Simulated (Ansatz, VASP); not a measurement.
C: VASP beside Ansatz

File INCAR:

```
SYSTEM = C
ALGO = Normal ; EDIFF = 1E-6
ENCUT = 600 ; GGA = PE
GGA_COMPAT = .False. ; ISIF = 2
ISMEAR = -1 ; LASPH = .True.
LCHARG = .False. ; LREAL = .False.
LWAVE = .False. ; NBANDS = 26
NELM = 120 ; PREC = Accurate
SIGMA = 0.01
```

KPOINTS

```
k-points
0
Gamma
  3 3 3
  0 0 0
```

The input POSCAR:

```
C
1.0
    3.5716218667      0.0000000000      0.0000000000
    0.0000000000      3.5716218667      0.0000000000
    0.0000000000      0.0000000000      3.5716218667
C
8
Direct
    0.0000000000      0.0000000000      0.0000000000
    0.0000000000      0.5000000000      0.5000000000
    0.5000000000      0.0000000000      0.5000000000
    0.5000000000      0.5000000000      0.0000000000
    0.2500000000      0.2500000000      0.2500000000
    0.2500000000      0.7500000000      0.7500000000
    0.7500000000      0.2500000000      0.7500000000
    0.7500000000      0.7500000000      0.2500000000
```

Input for Ansatz:

```yaml
crystal:
  lattice:
    - [3.571621866667, 0.0, 0.0]
    - [0.0, 3.571621866667, 0.0]
    - [0.0, 0.0, 3.571621866667]
  atoms:
    - { symbol: C, position: [0.0, 0.0, 0.0] }
    - { symbol: C, position: [0.0, 0.5, 0.5] }
    - { symbol: C, position: [0.5, 0.0, 0.5] }
    - { symbol: C, position: [0.5, 0.5, 0.0] }
    - { symbol: C, position: [0.25, 0.25, 0.25] }
    - { symbol: C, position: [0.25, 0.75, 0.75] }
    - { symbol: C, position: [0.75, 0.25, 0.75] }
    - { symbol: C, position: [0.75, 0.75, 0.25] }
basis:
  ecutwfc: 420.0
  ecutrho_ratio: 4
  xc_grid: 2
  fft_grid_basis: typed
  precision: f64
kpoints:
  mp_grid: { grid: [3, 3, 3] }
hamiltonian:
  pseudopotentials: { kind: paw, azcp: { folder: soft_1 } }
scf:
  max_iter: 60
  self_checks: high
  occupations: { method: fermi_dirac, width: 0.01 }
checkpoint:
  write: "../host.s0.run"
  compress: false
  write_wavefunctions: true
  write_every: 100000
```

Alike in both runs: task single point; functional PBE; k mesh 3 × 3 × 3; occupations fermi-dirac, width 0.01 eV; no spin polarisation.

|  | VASP | Ansatz |
| --- | --- | --- |
| version | VASP 6.6.1 | Ansatz 0.2.0 |
| potentials or method | VASP PAW PBE potentials, release 64 (C), cutoff 600 eV | plane-wave PAW DFT |
| valence electrons in the cell | 32 | 32 |

|  | VASP | Ansatz | Ansatz less VASP |
| --- | --- | --- | --- |
| gap on the k mesh at the Fermi level (eV) | 4.14 | 4.15 | +0.007 |

The k mesh is coarse, so the values compare programs but aren't converged.
